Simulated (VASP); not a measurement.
Crystal: Si.

```
CELL_PARAMETERS angstrom
-2.37137 2.37137 1.32927
2.37137 -2.37137 1.32927
2.37137 2.37137 -1.32927
ATOMIC_POSITIONS crystal
Si 0.25000 0.75000 0.50000
Si 0.50000 0.50000 0.00000
```

Base run:

```yaml
Program: VASP 6.6.1
Functional: LDA
Potentials_or_basis: VASP PAW LDA potentials, release 64 (Si)
Cutoff: 500 eV
k_mesh: 12 × 12 × 12
Occupations: fermi-dirac, width 0.1 eV
Spin: no spin polarisation
```

Its results: band gap on the k mesh zero (bands 4 and 5 overlap by 6.82 eV); pressure -0.6 GPa.

**Question.** After a change of settings the same cell gave: band gap on the k mesh zero (bands 4 and 5 overlap by 6.88 eV); pressure 3.3 GPa. Which change was it?
A. functional from LDA to PBEsol; potentials or basis from VASP PAW LDA potentials, release 64 (Si) to VASP PAW PBE potentials, release 64 (Si)
B. functional from LDA to RPBE; potentials or basis from VASP PAW LDA potentials, release 64 (Si) to VASP PAW PBE potentials, release 64 (Si)
C. functional from LDA to PBE; potentials or basis from VASP PAW LDA potentials, release 64 (Si) to VASP PAW PBE potentials, release 64 (Si)

**Answer.** C.

Caveats: the cell stands under pressure (at least some runs).
